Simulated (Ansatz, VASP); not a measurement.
MgSe in VASP and in Ansatz

```
CELL_PARAMETERS angstrom
0.00000 2.72550 2.72550
2.72550 0.00000 2.72550
2.72550 2.72550 0.00000
ATOMIC_POSITIONS crystal
Mg 0.00000 0.00000 0.00000
Se 0.50000 0.50000 0.50000
```

Alike in both runs: task single point; functional r2SCAN; k mesh 5 × 5 × 5; no spin polarisation.

|  | VASP | Ansatz |
| --- | --- | --- |
| version | VASP 6.6.1 | Ansatz 0.2.0 |
| potentials or method | VASP PAW PBE potentials, release 64 (Mg, Se) | plane waves, PAW |
| plane-wave cutoff (eV) | 660 | 500 |
| occupations | gaussian, width 0.01 eV | fixed |
| valence electrons in the cell | 8 | 26 |

```csv
,VASP,Ansatz,Ansatz less VASP
gap on the k mesh at the Fermi level (eV),2.87,2.90,+0.036
```

VASP's potentials were made for PBE, not for r2SCAN. VASP's potentials hold 8 valence electrons a cell and Ansatz's 26, so a difference there can come from the potentials and not from the codes.
